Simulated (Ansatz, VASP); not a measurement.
# One calculation of CuO, two programs

```
CELL_PARAMETERS angstrom
2.34465 -1.71340 0.00000
2.34465 1.71340 0.00000
-0.86055 0.00000 5.05944
ATOMIC_POSITIONS crystal
Cu 0.00320 0.49680 0.00000
Cu 0.49680 0.00320 0.50000
O 0.57140 0.40560 0.25370
O 0.40560 0.57140 0.75370
```

Alike in both runs: task single point; functional PBE; k mesh 15 × 15 × 8; occupations fermi-dirac, width 0.03 eV; no spin polarisation.

|  | VASP | Ansatz |
| --- | --- | --- |
| version | VASP 6.6.1 | Ansatz 0.2.0 |
| potentials or method | VASP PAW PBE potentials, release 64 (Cu, O), cutoff 520 eV | all-electron LAPW, scalar-relativistic |

```csv
,VASP,Ansatz,Ansatz less VASP
pressure (GPa),6.4,5.7,-0.76
"traceless stress, the component that is largest in VASP (GPa)",-1.80,-1.75,+0.052
rms of the force components (eV/Å),0.444,0.433,-0.0108
```

Atom by atom the forces differ by 0.022 eV/Å (rms over components). Ansatz ran all-electron here, and VASP with PAW potentials.
